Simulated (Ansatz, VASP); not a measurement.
## One calculation of In2Sb3, two programs

```
CELL_PARAMETERS angstrom
5.67853 0.00000 0.00000
0.00000 5.67853 0.00000
0.00000 0.00000 5.67853
ATOMIC_POSITIONS crystal
In 0.00000 0.00000 0.00000
In 0.50000 0.50000 0.50000
Sb 0.50000 0.00000 0.00000
Sb 0.00000 0.50000 0.00000
Sb 0.00000 0.00000 0.50000
```

Alike in both runs: task single point; functional PBE; k mesh 8 × 8 × 8; occupations gaussian, width 0.1 eV; no spin polarisation.

|  | VASP | Ansatz |
| --- | --- | --- |
| version | VASP 6.6.1 | Ansatz 0.2.0 |
| potentials or method | VASP PAW PBE potentials, release 64 (In_d, Sb), cutoff 520 eV | scalar-relativistic, plane waves, PAW |
| valence electrons in the cell | 41 | 71 |

```tsv
	VASP	Ansatz	Ansatz less VASP
gap on the k mesh at the Fermi level (eV)	none	none	-
pressure (GPa)	0.0	0.0	+0.05
```

A gap of «none» marks a metal or a gap that the smearing closes. The functional is the same, so the differences come from potentials, cutoffs and numerics. VASP's potentials hold 41 valence electrons a cell and Ansatz's 71, so a difference there can come from the potentials and not from the codes.

Neither program's run includes spin-orbit coupling.
